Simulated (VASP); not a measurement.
Crystal: CdS.

```xyz
8
Lattice="-3.8285 3.8285 3.8285 3.8285 -3.8285 3.8285 3.8285 3.8285 -3.8285" Properties=species:S:1:pos:R:3 pbc="T T T"
Cd    1.2144    1.2144    1.2144
Cd    2.6141    2.6141   -2.6141
Cd    2.6141   -2.6141    2.6141
Cd   -2.6141    2.6141    2.6141
S     2.6141    2.6141    2.6141
S     1.2144    1.2144   -1.2144
S     1.2144   -1.2144    1.2144
S    -1.2144    1.2144    1.2144
```

The cell was built from a structure type or drawn by symmetry, and may not be a known phase.

* Program: VASP 6.6.1
* Task: relaxation of cell and atoms
* Functional: PBE
* Potentials or basis: VASP PAW PBE potentials, release 64 (Cd, S)
* Cutoff: 600 eV
* k mesh: 4 × 4 × 4
* Occupations: gaussian, width 0.1 eV
* Spin: no spin polarisation

At the start: pressure 11.7 GPa; volume 28.06 Å³/atom.

Question: How do energy, volume and symmetry change on relaxing?

Answer: Over 8 steps the energy falls by 199.2 meV/atom and the volume is 33.22 Å³/atom (+18.4 %); space group I-43m (No. 217, to 0.1 Å) before and after.

Step by step:
```csv
step,energy change (eV),largest force (eV/Å),pressure (GPa),volume (Å³)
1,0.0000,2.2790,11.70,224.47
2,-0.9070,1.1427,-3.53,297.84
3,-1.5731,0.2961,0.37,262.83
4,-1.5734,0.2674,0.51,262.03
5,-1.5928,0.0636,-0.02,265.69
6,-1.5930,0.0460,-0.05,266.05
7,-1.5930,0.0421,-0.06,266.13
8,-1.5934,0.0303,0.00,265.73
```

Final structure:
```cif
data_structure
_symmetry_space_group_name_H-M 'P 1'
_symmetry_Int_Tables_number 1
_cell_length_a 7.0149
_cell_length_b 7.0149
_cell_length_c 7.0149
_cell_angle_alpha 109.471
_cell_angle_beta 109.471
_cell_angle_gamma 109.471
_cell_volume 265.73
loop_
_atom_site_label
_atom_site_type_symbol
_atom_site_fract_x
_atom_site_fract_y
_atom_site_fract_z
_atom_site_occupancy
Cd1 Cd 0.32289 0.32289 0.32289 1
Cd2 Cd 0.00000 0.00000 0.67711 1
Cd3 Cd 0.00000 0.67711 0.00000 1
Cd4 Cd 0.67711 0.00000 0.00000 1
S1 S 0.67502 0.67502 0.67502 1
S2 S 0.00000 0.00000 0.32498 1
S3 S 0.00000 0.32498 0.00000 1
S4 S 0.32498 0.00000 0.00000 1
```

Caveat: the volume moved by over 15 % at a fixed basis, so the end points are rough.
